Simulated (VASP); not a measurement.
Write the native input for VASP 6.6.1 that does the following.

- Task: relaxation of cell and atoms
- Functional: LDA
- Potentials or basis: VASP PAW LDA potentials, release 64 (Ge_d)
- Cutoff: 600 eV
- k mesh: 8 × 8 × 8
- Occupations: fermi-dirac, width 0.05 eV
- Spin: no spin polarisation
- Dipole correction: no
- Further INCAR settings: ALGO = Normal; EDIFF = 1e-07; IBRION = 2; EDIFFG = -0.01; NSW = 60; ISIF = 3

The structure of Ge lies in POSCAR:

```
Ge
1.0
    0.0000000000      2.8289100000      2.8289100000
    2.8289100000      0.0000000000      2.8289100000
    2.8289100000      2.8289100000      0.0000000000
Ge
2
Direct
    0.7500000000      0.7500000000      0.7500000000
    0.5000000000      0.5000000000      0.5000000000
```

One way to write it, as run:

INCAR

```
SYSTEM = Ge
ALGO     = Normal         ! electronic algorithm
EDIFF    = 1E-7           ! SCF threshold, eV
EDIFFG   = -0.01          ! ionic threshold
ENCUT    = 600            ! plane-wave cutoff, eV
GGA      = CA             ! functional
IBRION   = 2              ! ionic algorithm
ISIF     = 3              ! what is computed and relaxed
ISMEAR   = -1             ! smearing method
LASPH    = .True.         ! aspherical terms in the spheres
LCHARG   = .False.        ! write CHGCAR
LREAL    = .False.        ! projectors in reciprocal space
LWAVE    = .False.        ! write WAVECAR
NELM     = 60             ! most SCF steps
NSW      = 60             ! ionic steps
PREC     = Accurate       ! precision mode
SIGMA    = 0.05           ! smearing width, eV
```

KPOINTS

```
k-points
0
Gamma
  8 8 8
  0 0 0
```

Potentials or basis: VASP PAW LDA potentials, release 64 (Ge_d).

The run is started by

```console
$ cat potpaw_LDA.64/Ge_d/POTCAR > POTCAR
$ mpirun -np 1 vasp_std > vasp.out
```

Results of the run:

* Relaxed volume: 22.26 Å³/atom
* Relaxed cell: a = 3.978 Å, b = 3.978 Å, c = 3.978 Å, α = 60.00°, β = 60.00°, γ = 60.00°
* Space group after relaxing (to 0.05 Å): Fd-3m (No. 227)
* Energy gained by relaxing: 1.4 meV/atom
* Ionic steps: 3
* Pressure after relaxing: 0.0 GPa

Run time: 20 s on 1 thread of Intel(R) Xeon(R) 6975P-C (Granite Rapids), with other jobs on the host, peak memory 0.16 GiB.
